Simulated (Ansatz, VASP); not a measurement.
Two plane-wave programs on BiS

The input INCAR:

```
PREC = Accurate ; ENCUT = 500
EDIFF = 1E-7 ; ISMEAR = -1
SIGMA = 0.05 ; LREAL = F
LASPH = T ; NELM = 120
ALGO = Normal ; ISIF = 3
LWAVE = F ; LCHARG = F
GGA = RE ; IBRION = 2
NSW = 60 ; EDIFFG = -0.01
GGA_COMPAT = F ; NELMIN = 4
```

KPOINTS

```
regular mesh
0
Gamma
  7 7 7
```

The input POSCAR:

```
BiS
1.0
    4.0029443400      0.0000000000      0.0000000000
    0.0000000000      4.0029443400      0.0000000000
    0.0000000000      0.0000000000      4.0029443400
Bi S
1 1
Direct
    0.5000000000      0.5000000000      0.5000000000
    0.0000000000      0.0000000000      0.0000000000
```

input.yaml

```yaml
crystal:
  lattice:
    - [4.00294434, 0.0, 0.0]
    - [0.0, 4.00294434, 0.0]
    - [0.0, 0.0, 4.00294434]
  atoms:
    - { symbol: Bi, position: [0.5, 0.5, 0.5] }
    - { symbol: S, position: [0.0, 0.0, 0.0] }
hamiltonian:
  xc: revpbe
  pseudopotentials: { kind: paw }
kpoints:
  mp_grid: { grid: [7, 7, 7] }
scf:
  occupations: { method: fermi_dirac, width: 0.05 }
output:
  forces: true
  stress: true
  eigenvalues: true
relax:
  f_tol: 0.01
  max_steps: 40
  cell: { stress_tol: 0.05 }
```

Alike in both runs: task relaxation of cell and atoms; functional revPBE; k mesh 7 × 7 × 7; occupations fermi-dirac, width 0.05 eV; no spin polarisation.

|  | VASP | Ansatz |
| --- | --- | --- |
| version | VASP 6.6.1 | Ansatz 0.2.0 |
| potentials or method | VASP PAW PBE potentials, release 64 (Bi_d, S) | Ansatz PAW |
| plane-wave cutoff (eV) | 500 | 420 |
| valence electrons in the cell | 21 | 21 |

VASP gave:

- gap on the k mesh at the Fermi level, each at its own relaxed structure (eV): none
- relaxed volume (Å³/atom): 23.68
- relaxed cell length with the largest relative difference (Å): 3.618

Task: Estimate Ansatz's values.

Result: gap on the k mesh at the Fermi level, each at its own relaxed structure (eV): none; relaxed volume (Å³/atom): 23.70; relaxed cell length with the largest relative difference (Å): 3.619.

VASP's potentials were made for PBE, not for revPBE. A gap of «none» marks a metal or a gap that the smearing closes.

Neither program's run includes spin-orbit coupling. Noted on VASP's run: the volume moved by over 15 % at a fixed basis, so the end points are rough. Noted on Ansatz's run: the volume moved by over 15 % at a fixed basis, so the end points are rough; the plane-wave basis is chosen anew once the cell has moved, so the energies of steps on either side of that aren't comparable.
